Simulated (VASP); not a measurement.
Input of a VASP 6.6.1 run:

File POSCAR:

```
C
1.0
    0.0000000000      1.6751774835      2.0102129802
    1.6751774835      0.0000000000      2.0102129802
    1.6751774835      1.6751774835      0.0000000000
C
2
Direct
    0.5000000000      0.5000000000      0.5000000000
    0.7500000000      0.7500000000      0.7500000000
```

INCAR.step1

```
SYSTEM = C
PREC = Accurate ; ENCUT = 910
ISMEAR = 0 ; SIGMA = 0.05
LREAL = .FALSE. ; LASPH = .TRUE.
NELM = 120 ; NBANDS = 11
GGA = PE ; ALGO = Normal
EDIFF = 1E-5 ; LWAVE = .TRUE.
LCHARG = .FALSE. ; GGA_COMPAT = .FALSE.
```

INCAR.step2

```
SYSTEM = C
PREC = Accurate ; ENCUT = 910
EDIFF = 1E-6 ; ISMEAR = 0
SIGMA = 0.05 ; LREAL = .FALSE.
LASPH = .TRUE. ; NELM = 120
ALGO = Normal ; ISIF = 2
LWAVE = .FALSE. ; LCHARG = .FALSE.
METAGGA = R2SCAN ; LMIXTAU = .TRUE.
NBANDS = 11 ; ISTART = 1
GGA_COMPAT = .FALSE.
```

KPOINTS

```
regular mesh
0
G
  12 12 12
  0 0 0
```

Potentials or basis: VASP PAW PBE potentials, release 64 (C_h).

The run is started by

```sh
$ cat potpaw_PBE.64/C_h/POTCAR > POTCAR
$ cp INCAR.step1 INCAR
$ mpirun -np 1 vasp_std > vasp.out
$ cp INCAR.step2 INCAR
$ mpirun -np 1 vasp_std > vasp.out
```

Q: What does it give for the pressure?

A: 1.0 GPa.

Q: What does it give for the band gap on the k mesh?

A: 2.00 eV, indirect (least direct gap 4.24 eV).

Stress tensor (GPa, compression positive):
```
  71.88    0.00    0.00
   0.00   71.88    0.00
   0.00    0.00 -140.75
```

Caveat: the cutoff is under 1.25 times the usual one of these potentials, so pressure, stress and relaxed cells hold a basis-set (Pulay) error; the PAW data sets were made with another functional, which shifts forces and pressure a little. A k mesh can miss the band edges.
